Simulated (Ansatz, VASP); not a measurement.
# Two plane-wave programs on Ge

The input POSCAR:

```
Ge
1.0
    1.3971490000     -2.6005160000     -0.0975193500
    1.3971490000      2.6005160000      0.0975193500
    0.0000000000      0.1011836625      2.6982310000
Ge
1
Direct
    0.5000000000      0.5000000000      0.0000000000
```

INCAR.step1

```
ALGO = Normal ; EDIFF = 1E-5
ENCUT = 550 ; GGA = PE
GGA_COMPAT = F ; ISMEAR = 0
LASPH = T ; LCHARG = F
LREAL = F ; LWAVE = T
NBANDS = 13 ; NELM = 120
PREC = Accurate ; SIGMA = 0.15
```

INCAR.step2

```
ALGO = Normal ; EDIFF = 1E-6
ENCUT = 550 ; GGA_COMPAT = F
ISIF = 2 ; ISMEAR = 0
ISTART = 1 ; LASPH = T
LCHARG = F ; LMIXTAU = T
LREAL = F ; LWAVE = F
METAGGA = R2SCAN ; NBANDS = 13
NELM = 120 ; PREC = Accurate
SIGMA = 0.15
```

The input KPOINTS:

```
k-points
0
Gamma
  20 20 18
```

Input for Ansatz:

```yaml
crystal:
  lattice:
    - [1.397149, -2.600516, -0.09751935]
    - [1.397149, 2.600516, 0.09751935]
    - [0.0, 0.1011836625, 2.698231]
  atoms:
    - { symbol: Ge, position: [0.5, 0.5, 0.0] }
basis:
  ecutwfc: 500
kpoints:
  mp_grid: { grid: [20, 20, 18] }
hamiltonian:
  xc: r2scan
scf:
  occupations: { method: gaussian, width: 0.15 }
output:
  forces: true
  stress: true
  eigenvalues: true
```

Change from the starting cell: strain +0.0750 x Voigt [0, 0, 0, 1, 0, 0], atoms carried along.

Alike in both runs: task single point; functional r2SCAN; k mesh 20 × 20 × 18; occupations gaussian, width 0.15 eV; no spin polarisation.

```csv
,VASP,Ansatz
version,VASP 6.6.1,Ansatz 0.2.0
potentials or method,"VASP PAW PBE potentials, release 64 (Ge_d), cutoff 550 eV","scalar-relativistic, plane waves, PAW"
valence electrons in the cell,14,14
```

|  | VASP | Ansatz | Ansatz less VASP |
| --- | --- | --- | --- |
| gap on the k mesh at the Fermi level (eV) | none | none | - |
| pressure (GPa) | -3.1 | -2.9 | +0.17 |
| traceless stress, the component that is largest in VASP (GPa) | -3.24 | -3.25 | -0.009 |

VASP's potentials were made for PBE, not for r2SCAN. A gap of «none» marks a metal or a gap that the smearing closes.
